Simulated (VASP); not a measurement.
Wanted: the native input for a VASP 6.6.1 run.

```
Task                   : single point
Functional             : PBE
Potentials or basis    : VASP PAW PBE potentials, release 64 (Ru_pv, N)
Cutoff                 : 520 eV
k mesh                 : 6 × 6 × 1
Occupations            : gaussian, width 0.1 eV
Spin                   : no spin polarisation
Dipole correction      : yes
Further INCAR settings : LREAL = Auto; ALGO = Normal; EDIFF = 1e-06; NBANDS = 128
```

The structure of Ru16N lies in POSCAR:

```
Ru16N
1.0
    5.4395954924      0.0000000000      0.0000000000
   -2.7197977462      4.7108278828      0.0000000000
    0.0000000000      0.0000000000     21.8663388573
Ru N
16 1
Direct
    0.3333333333      0.1666666667      0.1829295716
    0.3333333333      0.6666666667      0.1829295716
    0.8333333333      0.1666666667      0.1829295716
    0.8333333333      0.6666666667      0.1829295716
    0.1666666667      0.3333333333      0.2811778378
    0.1666666667      0.8333333333      0.2811778378
    0.6666666667      0.3333333333      0.2811778378
    0.6666666667      0.8333333333      0.2811778378
    0.3333333333      0.1666666667      0.3790816283
    0.3333333333      0.6666666667      0.3790816283
    0.8333333333      0.1666666667      0.3790816283
    0.8333333333      0.6666666667      0.3790816283
    0.1666666667      0.3333333333      0.4740774816
    0.1666666667      0.8333333333      0.4740774816
    0.6666666667      0.3333333333      0.4740774816
    0.6666666667      0.8333333333      0.4740774816
    0.5000000000      0.5000000000      0.5269575253
```

These files were run (other wordings do the same):

INCAR

```
ALGO = Normal
DIPOL = 0.5 0.5 0.341
EDIFF = 1E-6
ENCUT = 520
GGA = PE
IDIPOL = 3
ISIF = 2
ISMEAR = 0
LASPH = T
LCHARG = F
LDIPOL = T
LREAL = Auto
LWAVE = F
NBANDS = 128
NELM = 80
PREC = Accurate
SIGMA = 0.1
```

KPOINTS

```
k-points
0
Gamma
  6 6 1
```

Potentials or basis: VASP PAW PBE potentials, release 64 (Ru_pv, N).

The run is started by

```console
$ cat potpaw_PBE.64/Ru_pv/POTCAR potpaw_PBE.64/N/POTCAR > POTCAR
$ mpirun -np 1 vasp_std > vasp.out
```

It gave:

```
Largest force          : 1.303 eV/Å
Band gap on the k mesh : zero (an odd number of electrons rules out a gap without spin polarisation)
```

Run time: 26 min on 1 thread of Intel(R) Xeon(R) Platinum 8259CL CPU @ 2.50GHz (Skylake/Cascade Lake), with other jobs on the host, peak memory 0.75 GiB.
